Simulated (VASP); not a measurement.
The system is MoS2.

```
CELL_PARAMETERS angstrom
3.16900 0.00000 0.00000
-1.58450 2.74443 0.00000
0.00000 0.00000 12.32400
ATOMIC_POSITIONS crystal
Mo 0.33333 0.66667 0.25000
Mo 0.66667 0.33333 0.75000
S 0.33333 0.66667 0.62300
S 0.66667 0.33333 0.12300
S 0.33333 0.66667 0.87700
S 0.66667 0.33333 0.37700
```

Base run:

- Program: VASP 6.6.1
- Functional: PBE
- Potentials or basis: VASP PAW PBE potentials, release 64 (Mo_sv, S)
- Cutoff: 520 eV
- k mesh: 8 × 8 × 2
- Occupations: gaussian, width 0.05 eV
- Spin: collinear spin, ferromagnetic start
- Starting moments: [1.0, 1.0, 0.0, 0.0, 0.0, 0.0] μB
- Fixed moment: 2 μB
- Hubbard terms: Mo d U = 4.38 eV

Its results: pressure 10.7 GPa; site moments Mo +1.02; S -0.04 μB; largest force 0.401 eV/Å.

Problem. The run is repeated on the same cell with these changes: fixed moment from 2 μB to 6 μB; moments at the start from [1.0, 1.0, 0.0, 0.0, 0.0, 0.0] to [3.0, 3.0, 0.0, 0.0, 0.0, 0.0]. What comes out?

Solution. Pressure 24.8 GPa; site moments Mo +2.30; S +0.13 μB; largest force 1.867 eV/Å.

Caveats: this functional lacks dispersion, which binds the layers, so the pressure and a relaxed spacing across them are unreliable; the total moment is fixed, so each spin has its own Fermi level; forces of over 1 eV/Å act on the atoms, so gaps and moduli don't describe the material at rest (some runs).
